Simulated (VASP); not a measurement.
# Au (P6_3/mmc) in VASP: notebook, part 2 of 2

VASP 6.6.1. Earlier steps stand in the parts before.

## 3. Single point, PBEsol

This run uses another cell than the first one, of 18.72 Å³/atom, 1.026 times its volume.

File INCAR:

```
  PREC = Accurate
  ENCUT = 520
  EDIFF = 1E-6
  ISMEAR = -1
  SIGMA = 0.1
  LREAL = F
  LASPH = T
  NELM = 60
  ALGO = Normal
  ISIF = 2
  LWAVE = F
  LCHARG = T
  GGA = PS
  LELF = T
  LVHAR = T
  NBANDS = 18
```

File KPOINTS:

```
regular mesh
0
Gamma
  13 13 7
```

File POSCAR:

```
Au
1.0
    2.9506652399      0.0000000000      0.0000000000
   -1.4753326199      2.5553513906      0.0000000000
    0.0000000000      0.0000000000      4.9652573692
Au
2
Direct
    0.3333333333      0.6666666667      0.7500000000
    0.6666666667      0.3333333333      0.2500000000
```

Potentials or basis: VASP PAW PBE potentials, release 64 (Au).

On the command line:

```
$ cat potpaw_PBE.64/Au/POTCAR > POTCAR
$ mpirun -np 1 vasp_std > vasp.out
```

It took 60 s on 1 thread of Intel Xeon 8259CL, shared host; peak memory 0.19 GiB.

Results (log left out):

```yaml
Free_energy: -7.7073 eV
Pressure: -12.7 GPa
Band_gap_on_the_k_mesh: zero (band 11 reaches 10.54 eV, above the bottom of band 12 at 5.43 eV)
```

Stress tensor (GPa, compression positive):
```
-12.80   0.00   0.00
  0.00 -12.80   0.00
  0.00   0.00 -12.40
```

Levels at points of the mesh, in eV from the Fermi level:
```
           k point  band 8  band 9  band 10  band 11  band 12  band 13  band 14  band 15
(0.00, 0.00, 0.00)   -3.13   -3.13    -1.98    -1.98    -0.68     2.30    14.69    15.65
```

Caveat: the PAW data sets were made with another functional, which shifts forces and pressure a little; spin-orbit coupling is left out, which moves the levels of the heavy elements.

## 4. Single point, PBEsol

This run uses another cell than the first one, of 19.19 Å³/atom, 1.052 times its volume.

File INCAR:

```
  PREC = Accurate
  ENCUT = 520
  EDIFF = 1E-6
  ISMEAR = -1
  SIGMA = 0.1
  LREAL = F
  LASPH = T
  NELM = 80
  ALGO = Normal
  ISIF = 2
  LWAVE = F
  LCHARG = F
  GGA = PS
  NBANDS = 18
```

File KPOINTS:

```
Automatic mesh
0
Gamma
  13 13 7
```

File POSCAR:

```
Au
1.0
    2.9753581472      0.0000000000      0.0000000000
   -1.4876790736      2.5767360784      0.0000000000
    0.0000000000      0.0000000000      5.0068095719
Au
2
Direct
    0.3333333333      0.6666666667      0.7500000000
    0.6666666667      0.3333333333      0.2500000000
```

Potentials or basis: VASP PAW PBE potentials, release 64 (Au).

On the command line:

```
$ cat potpaw_PBE.64/Au/POTCAR > POTCAR
$ mpirun -np 1 vasp_std > vasp.out
```

OUTCAR:

```text
PREC = Accurate
   ENCUT = 520
   EDIFF = 1E-6
   ISMEAR = -1
   LREAL = F
   LASPH = T
   NELM = 80
   ISIF = 2
   GGA = PS

 ion  position               nearest neighbor table
   1  0.333  0.667  0.750-   2 3.04   2 3.04   2 3.04   2 3.04   2 3.04   2 3.04
   2  0.667  0.333  0.250-   1 3.04   1 3.04   1 3.04   1 3.04   1 3.04   1 3.04

  LATTYP: Found a hexagonal cell.
 ALAT       =     2.9753581472
 C/A-ratio  =     1.6827586207

  Lattice vectors:

 A1 = (   2.9753581472,   0.0000000000,   0.0000000000)
 A2 = (  -1.4876790736,   2.5767360784,   0.0000000000)
 A3 = (   0.0000000000,   0.0000000000,   5.0068095719)

Analysis of symmetry for initial positions (statically):
=====================================================================
 Subroutine PRICEL returns:
 Original cell was already a primitive cell.

 Routine SETGRP: Setting up the symmetry group for a
 hexagonal supercell.

 Subroutine GETGRP returns: Found 24 space group operations
 (whereof 12 operations were pure point group operations)
 out of a pool of 24 trial point group operations.

The static configuration has the point symmetry D_3d.
[... 161 lines left out ...]
  energy without entropy =       -7.61029474  energy(sigma->0) =       -7.61841685

 E-fermi :   7.3225     XC(G=0): -12.1898

 val. band max:        7.2620550496   @ k =   0.2308   0.0769   0.2857
 cond. band min:       7.3706253831   @ k =   0.1538  -0.0000   0.1429
 fundamental gap:      0.1085703335
 Fermi energy:         7.3225411528

 k-point     1 :       0.0000    0.0000    0.0000
  band No.  band energies     occupation
      1      -1.3069      2.00000
      2       1.0094      2.00000
      3       3.1734      2.00000
      4       3.4201      2.00000
      5       3.4201      2.00000
      6       3.6693      2.00000
[... 481 lines left out ...]
      5       3.4125      2.00000
      6       3.7459      2.00000
[... 10 lines left out ...]
     17      23.5209      0.00000
     18      23.8708      0.00000

 [... further k-points ...]

------------------------ aborting loop because EDIFF is reached ----------------------------------------

  FORCE on cell =-STRESS in cart. coord.  units (eV):
  Direction    XX          YY          ZZ          XY          YZ          ZX
  --------------------------------------------------------------------------------------
  -------------------------------------------------------------------------------------
  Total       -3.5981414     -3.5981423     -3.4413772      0.0000000     -0.0000000      0.0000000
  in kB     -150.1822295   -150.1822689   -143.6390736      0.0000000     -0.0000000      0.0000000
  external PRESSURE =    -148.0011907 kB  Pullay stress =       0.0000000 kB

 VOLUME and BASIS-vectors are now :
 -----------------------------------------------------------------------------
  energy-cutoff  :      520.00
  volume of cell :       38.39
      direct lattice vectors                 reciprocal lattice vectors
     2.975358147  0.000000000  0.000000000     0.336093993  0.194043932  0.000000000
    -1.487679074  2.576736078  0.000000000     0.000000000  0.388087864  0.000000000
     0.000000000  0.000000000  5.006809572     0.000000000  0.000000000  0.199727988

 POSITION                                       TOTAL-FORCE (eV/Angst)
 -----------------------------------------------------------------------------------
     -0.00000      1.71782      3.75511        -0.000000     -0.000000      0.000000
      1.48768      0.85891      1.25170         0.000000      0.000000      0.000000
 -----------------------------------------------------------------------------------
    total drift:                                0.000000     -0.000000      0.000000

  FREE ENERGIE OF THE ION-ELECTRON SYSTEM (eV)
  ---------------------------------------------------
  free  energy   TOTEN  =        -7.6265389520 eV

  energy  without entropy=       -7.6102947400  energy(sigma->0) =       -7.61841685
```

stdout:

```text
POSCAR found type information on POSCAR Au
 POSCAR found :  1 types and       2 ions
 scaLAPACK will be used
 -----------------------------------------------------------------------------
|                                                                             |
|                                                                             |
|     You enforced a specific xc type in the INCAR file but a different       |
|     I HOPE YOU KNOW WHAT YOU ARE DOING!                                     |
|                                                                             |
 -----------------------------------------------------------------------------

 LDA part: xc-table for (Slater+PW92), standard interpolation
 POSCAR, INCAR and KPOINTS ok, starting setup
 FFT: planning ... GRIDC
 FFT: planning ... GRID_SOFT
 FFT: planning ... GRID
 WAVECAR not read
 entering main loop
```

It took 59 s on 1 thread of Intel Xeon 8259CL, shared host; peak memory 0.19 GiB.

What came out:

- Free energy: -7.6265 eV
- Pressure: -14.8 GPa
- Band gap on the k mesh: zero (band 11 reaches 10.10 eV, above the bottom of band 12 at 5.10 eV)

Caveat: the PAW data sets were made with another functional, which shifts forces and pressure a little; spin-orbit coupling is left out, which moves the levels of the heavy elements.

## 5. The runs side by side

```tsv
cell	gap on the mesh (eV)	pressure (GPa)
a = 2.926, b = 2.926, c = 4.923 Å, angles 90.0, 90.0, 120.0°, 2 atoms	none	-10.0
a = 2.951, b = 2.951, c = 4.965 Å, angles 90.0, 90.0, 120.0°, 2 atoms	none	-12.7
a = 2.975, b = 2.975, c = 5.007 Å, angles 90.0, 90.0, 120.0°, 2 atoms	none	-14.8
```

Alike in all rows: task single point; level PBEsol; potentials or basis VASP PAW PBE potentials, release 64 (Au); no spin polarisation; k mesh 13 × 13 × 7; cutoff (eV) 520; smearing fermi-dirac 0.1 eV.

Caveats: the PAW data sets were made with another functional, which shifts forces and pressure a little; spin-orbit coupling is left out, which moves the levels of the heavy elements.

Absolute energies hang on the potentials; compare differences alone.
